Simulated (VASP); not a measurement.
WS2: single point with PBEsol

The system is WS2.

```
W S
1.0
     1.68790    0.97451    6.03372
    -1.68790    0.97451    6.03372
     0.00000   -1.94902    6.03372
W S
1 2
Direct
  0.00075 0.00075 0.00075
  0.74805 0.74805 0.74805
  0.58250 0.58250 0.58250
```

This cell differs from its parent crystal: strained and its atoms moved.

| Property | Result |
| --- | --- |
| Program | VASP 6.6.1 |
| Task | single point |
| Functional | PBEsol |
| Potentials or basis | VASP PAW PBE potentials, release 64 (W_sv, S) |
| Cutoff | 520 eV |
| k mesh | 12 × 12 × 12 |
| Occupations | gaussian, width 0.02 eV |
| Spin | no spin polarisation |

```yaml
Pressure: -11.6 GPa
Largest_force: 1.032 eV/Å
```

Forces in eV/Å, atoms in the order of the input:
```
W    0.000  0.000 -1.032
S    0.000  0.000  0.412
S    0.000  0.000  0.620
```

Stress tensor (GPa, compression positive):
```
-16.92   0.00   0.00
  0.00 -16.92   0.00
  0.00   0.00  -0.86
```

Levels at points of the mesh, in eV from the Fermi level:
| k point | band 10 | band 11 | band 12 | band 13 | band 14 | band 15 | band 16 | band 17 |
| --- | --- | --- | --- | --- | --- | --- | --- | --- |
| (0.00, 0.00, 0.00) | -3.02 | -3.02 | -1.25 | -0.67 | 1.37 | 1.37 | 1.99 | 1.99 |
| (0.50, 0.00, 0.00) | -4.54 | -2.67 | -2.35 | -1.76 | 1.12 | 1.40 | 2.92 | 3.21 |
| (0.50, 0.50, 0.00) | -4.44 | -2.87 | -2.86 | -1.72 | 1.06 | 1.40 | 2.54 | 3.67 |
| (0.50, 0.50, 0.50) | -3.38 | -2.98 | -2.98 | 0.01 | 1.50 | 1.50 | 1.81 | 1.81 |

It took 6.6 min on 1 thread of Intel(R) Xeon(R) Platinum 8488C (Sapphire Rapids) (shared host), peak memory 0.45 GiB.

Caveat: the cell differs from its parent crystal (strained and its atoms moved); the cell stands under tension; the PAW data sets were made with another functional, which shifts forces and pressure a little; spin-orbit coupling is left out, which moves the levels of the heavy elements.
